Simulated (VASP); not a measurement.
ZnO: electric field gradients with PBE

Crystal: ZnO.

```
Zn O
1.0
     3.31313    0.00000    0.00000
    -1.65656    2.86925    0.00000
     0.00000    0.00000    5.30586
Zn O
2 2
Direct
  0.33333 0.66667 0.00000
  0.66667 0.33333 0.50000
  0.33333 0.66667 0.38210
  0.66667 0.33333 0.88210
```

This cell differs from its parent crystal: volume scaled by 1.06.

```json
{
  "Program": "VASP 6.6.1",
  "Task": "electric field gradients",
  "Functional": "PBE",
  "Potentials or basis": "VASP PAW PBE potentials, release 64 (Zn, O)",
  "Cutoff": "520 eV",
  "k mesh": "11 × 11 × 6",
  "Occupations": "fermi-dirac, width 0.02 eV",
  "Spin": "no spin polarisation",
  "Dipole correction": "no",
  "Further INCAR settings": "ALGO = Normal; EDIFF = 1e-08; NBANDS = 26"
}
```

```
Pressure               : -2.0 GPa
Largest force          : 0.032 eV/Å
Band gap on the k mesh : 0.70 eV, direct
```

Forces on the atoms (eV/Å):
```
Zn   0.000  0.000  0.032
Zn   0.000  0.000  0.032
O    0.000  0.000 -0.032
O    0.000  0.000 -0.032
```

Stress tensor (GPa, compression positive):
```
-2.15  0.00  0.00
 0.00 -2.15  0.00
 0.00  0.00 -1.66
```

Levels at points of the mesh, in eV from the valence-band top:
```tsv
k point	band 16	band 17	band 18	band 19	band 20	band 21
(0.00, 0.00, 0.00)	-0.07	0.00	0.00	0.70	4.97	8.05
(0.00, 0.00, 0.50)	-0.36	-0.36	-0.36	3.32	3.32	9.85
```

Electric field gradients, principal values (V/Å²):
| atom | least | middle | greatest (by size) |
| --- | --- | --- | --- |
| 1 Zn | -3.481 | -3.490 | 6.971 |
| 2 Zn | -3.481 | -3.490 | 6.971 |
| 3 O | 1.717 | 1.720 | -3.437 |
| 4 O | 1.717 | 1.720 | -3.437 |

Run time: 80 s on 1 thread of Intel(R) Xeon(R) Platinum 8375C CPU @ 2.90GHz (Ice Lake), on a shared host, peak memory 0.21 GiB.

Caveat: without QUAD_EFG the Cq values of the log hold for a quadrupole moment of 1 mb, not for the nuclei.
